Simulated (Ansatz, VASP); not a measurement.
Two plane-wave programs on Na

```xyz
3
Lattice="0.0000 -3.3880 0.0000 0.0000 0.0000 -3.3880 10.1639 0.0000 0.0000" Properties=species:S:1:pos:R:3 pbc="T T T"
Na    0.0000    0.0000    0.0000
Na    3.3880    0.0000    0.0000
Na    6.7759    0.0000    0.0000
```

Alike in both runs: task single point; functional PBEsol; k mesh 17 × 17 × 6; occupations gaussian, width 0.15 eV; no spin polarisation.

|  | VASP | Ansatz |
| --- | --- | --- |
| version | VASP 6.6.1 | Ansatz 0.2.0 |
| potentials or method | VASP PAW PBE potentials, release 64 (Na_pv), cutoff 520 eV | scalar-relativistic, plane waves, PAW |
| valence electrons in the cell | 21 | 27 |

```csv
,VASP,Ansatz,Ansatz less VASP
gap on the k mesh at the Fermi level (eV),none,none,-
pressure (GPa),0.0,0.0,+0.01
```

VASP's potentials were made for PBE, not for PBEsol. A gap of «none» marks a metal or a gap that the smearing closes. With one functional, cell and mesh, what is left measures potentials, basis and numerics. VASP's potentials hold 21 valence electrons a cell and Ansatz's 27, so a difference there can come from the potentials and not from the codes.
